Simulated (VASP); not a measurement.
A run of VASP 6.6.1:

The input INCAR:

```
SYSTEM = C
  ALGO = Normal
  EDIFF = 1E-7
  ENCUT = 520
  GGA = PS
  ISIF = 2
  ISMEAR = 1
  LASPH = .True.
  LCHARG = .False.
  LREAL = .False.
  LWAVE = .False.
  NBANDS = 11
  NELM = 80
  PREC = Accurate
  SIGMA = 0.1
```

Contents of KPOINTS:

```
k-points
0
Gamma
  14 14 8
  0 0 0
```

Contents of POSCAR:

```
C
1.0
    2.1460638733     -1.2391044255      0.0000000000
    2.1460638733      1.2391044255      0.0000000000
   -1.3912210226      0.0000000000      3.5336935286
C
2
Direct
    0.8333560000      0.8333560000      0.0000930000
    0.1666440000      0.1666440000      0.9999070000
```

Potentials or basis: VASP PAW PBE potentials, release 64 (C).

The run is started by

```bash
$ cat potpaw_PBE.64/C/POTCAR > POTCAR
$ mpirun -np 1 vasp_std > vasp.out
```

Hardware: 1 thread of Intel(R) Xeon(R) Platinum 8375C CPU @ 2.90GHz (Ice Lake), on a shared host.

Task: Estimate the wall time of this run.

Result: It took 44 s on 1 thread of Intel(R) Xeon(R) Platinum 8375C CPU @ 2.90GHz (Ice Lake), with other jobs on the host, peak memory 0.17 GiB. Counts: scf iterations 13, k points 429.
